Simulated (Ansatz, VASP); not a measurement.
**Two plane-wave programs on K**

File INCAR:

```
PREC     = Accurate       # precision mode
ENCUT    = 520            # plane-wave cutoff, eV
EDIFF    = 1E-7           # SCF threshold, eV
ISMEAR   = -1             # smearing method
SIGMA    = 0.1            # smearing width, eV
LREAL    = F              # projectors in reciprocal space
LASPH    = T              # aspherical terms in the spheres
NELM     = 100            # most SCF steps
ALGO     = Normal         # electronic algorithm
ISIF     = 2              # what is computed and relaxed
LWAVE    = F              # write WAVECAR
LCHARG   = F              # write CHGCAR
GGA      = B5             # functional
ALDAX    = 1.0          
AGGAX    = 1.0          
AGGAC    = 1.0          
ALDAC    = 0.0          
NBANDS   = 16             # bands
```

Contents of KPOINTS:

```
regular mesh
0
Gamma
  9 9 5
```

File POSCAR:

```
K
1.0
    4.8833885814      0.0000000000      0.0000000000
   -2.4416942907      4.2291385680      0.0000000000
    0.0000000000      0.0000000000      7.9411080753
K
2
Direct
    0.3333333333      0.6666666667      0.2500000000
    0.6666666667      0.3333333333      0.7500000000
```

Input for Ansatz:

```yaml
crystal:
  lattice:
    - [4.8833885814, 0.0, 0.0]
    - [-2.4416942907, 4.229138568, 0.0]
    - [0.0, 0.0, 7.9411080753]
  atoms:
    - { symbol: K, position: [0.3333333333, 0.6666666667, 0.25] }
    - { symbol: K, position: [0.6666666667, 0.3333333333, 0.75] }
hamiltonian:
  xc: blyp
  pseudopotentials:
    kind: paw
    azcp:
      K: "pseudopotentials/K.paw.azcp"
basis:
  ecutwfc: 420
  fft_grid_basis: typed
kpoints:
  mp_grid: { grid: [9, 9, 5], shift: [0, 0, 0] }
magnetization:
  spin_polarized: false
scf:
  occupations: { method: fermi_dirac, width: 0.1 }
  lower_state_search: "off"
output:
  stress: true
```

Alike in both runs: task single point; functional BLYP; k mesh 9 × 9 × 5; occupations fermi-dirac, width 0.1 eV; no spin polarisation.

|  | VASP | Ansatz |
| --- | --- | --- |
| version | VASP 6.6.1 | Ansatz 0.2.0 |
| potentials or method | VASP PAW PBE potentials, release 64 (K_sv), cutoff 520 eV | plane waves (420 eV) with PAW, scalar-relativistic |
| valence electrons in the cell | 18 | 18 |

|  | VASP | Ansatz | Ansatz less VASP |
| --- | --- | --- | --- |
| pressure (GPa) | -0.2 | -0.2 | +0.01 |

VASP's potentials were made for PBE, not for BLYP. With one functional, cell and mesh, what is left measures potentials, basis and numerics.
